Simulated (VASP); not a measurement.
Wanted: the native input for a VASP 6.6.1 run.

```
Task                    : density of states
Functional              : LDA
Potentials or basis     : VASP PAW LDA potentials, release 64 (Rh_pv, N, H)
Cutoff                  : 520 eV
k mesh                  : 10 × 10 × 10
Occupations             : fermi-dirac, width 0.1 eV
Spin                    : no spin polarisation
Hubbard terms           : Rh d U = 3.93 eV, J = 0.66 eV
Dipole correction       : no
LDAUTYPE                : 1
Hund's J                : 0.66
k mesh for the DOS      : 15 × 15 × 15
Occupations for the DOS : tetrahedron
Further INCAR settings  : ALGO = Normal; EDIFF = 1e-06; NBANDS = 21
```

The system is HRhN2.

```
Rh N H
1.0
     2.99356    0.00000    0.00000
    -1.49678    2.59250    0.00000
    -1.49678    0.86416    4.60251
Rh N H
1 2 1
Direct
  0.00000 0.00000 0.00000
  0.40510 0.59490 0.21530
  0.59490 0.40510 0.78470
  0.50000 0.50000 0.50000
```

One way to write it, as run:

POSCAR

```
HRhN2
1.0
    2.9935612100      0.0000000000      0.0000000000
   -1.4967806100      2.5925020700      0.0000000000
   -1.4967806100      0.8641633100      4.6025140500
Rh N H
1 2 1
Direct
    0.0000000000      0.0000000000      0.0000000000
    0.4051000000      0.5949000000      0.2153000000
    0.5949000000      0.4051000000      0.7847000000
    0.5000000000      0.5000000000      0.5000000000
```

INCAR.step1

```
ALGO = Normal ; EDIFF = 1E-6
ENCUT = 520 ; ISIF = 2
ISMEAR = -1 ; LASPH = True
LCHARG = True ; LDAU = True
LDAUJ = 0.66 0 0 ; LDAUL = 2 -1 -1
LDAUPRINT = 1 ; LDAUTYPE = 1
LDAUU = 3.93 0 0 ; LMAXMIX = 4
LREAL = False ; LWAVE = False
NBANDS = 21 ; NELM = 150
PREC = Accurate ; SIGMA = 0.1
```

KPOINTS.step1

```
k-points
0
Gamma
  10 10 10
```

INCAR.step2

```
ALGO = Normal ; EDIFF = 1E-6
ENCUT = 520 ; ICHARG = 11
ISIF = 2 ; ISMEAR = -5
LASPH = True ; LCHARG = False
LDAU = True ; LDAUJ = 0.66 0 0
LDAUL = 2 -1 -1 ; LDAUPRINT = 1
LDAUTYPE = 1 ; LDAUU = 3.93 0 0
LMAXMIX = 4 ; LORBIT = 10
LREAL = False ; LWAVE = False
NBANDS = 21 ; NEDOS = 2001
NELM = 150 ; PREC = Accurate
SIGMA = 0.1
```

KPOINTS.step2

```
k-points
0
Gamma
  15 15 15
```

Potentials or basis: VASP PAW LDA potentials, release 64 (Rh_pv, N, H).

The run is started by

```sh
$ cat potpaw_LDA.64/Rh_pv/POTCAR potpaw_LDA.64/N/POTCAR potpaw_LDA.64/H/POTCAR > POTCAR
$ cp INCAR.step1 INCAR
$ cp KPOINTS.step1 KPOINTS
$ mpirun -np 1 vasp_std > vasp.out
$ cp INCAR.step2 INCAR
$ cp KPOINTS.step2 KPOINTS
$ mpirun -np 1 vasp_std > vasp.out
```

Results of the run:

The valence electrons inside the program's atomic spheres are Rh 14.07; N 3.62; H 0.52.

Caveat: U without spin polarisation on a metal has little footing.

Run time: 6.4 min on 1 thread of AMD EPYC 7R43 64-Core Processor (Zen 3) (shared host), peak memory 0.3 GiB.
